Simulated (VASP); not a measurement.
A run of VASP 6.6.1:

File INCAR:

```
  ALGO = Normal
  EDIFF = 1E-6
  ENCUT = 520
  GGA = PE
  ISIF = 2
  ISMEAR = 0
  LASPH = True
  LCHARG = True
  LELF = True
  LREAL = False
  LVHAR = True
  LWAVE = False
  NBANDS = 16
  NELM = 80
  PREC = Accurate
  SIGMA = 0.01
```

File KPOINTS:

```
k-points
0
Gamma
  8 8 6
```

POSCAR

```
Te
1.0
    4.7130170000      0.0000000000      0.0000000000
   -2.3565090000      4.0815940000      0.0000000000
    0.0000000000      0.0000000000      5.3496200000
Te
3
Direct
    0.2254000000      0.0000000000      0.3333300000
    0.0000000000      0.2254000000      0.6666600000
    0.7746000000      0.7746000000      0.0000000000
```

Potentials or basis: VASP PAW PBE potentials, release 64 (Te).

Command:

```console
$ cat potpaw_PBE.64/Te/POTCAR > POTCAR
$ mpirun -np 1 vasp_std > vasp.out
```

Hardware: 1 thread of AMD EPYC 7R13, on a shared host.

Q: How long does it take, and how much memory?

A: Wall time 3.3 min on 1 thread of AMD EPYC 7R13, on a shared host, peak memory 0.28 GiB. Counts: scf iterations 12, k points 114.
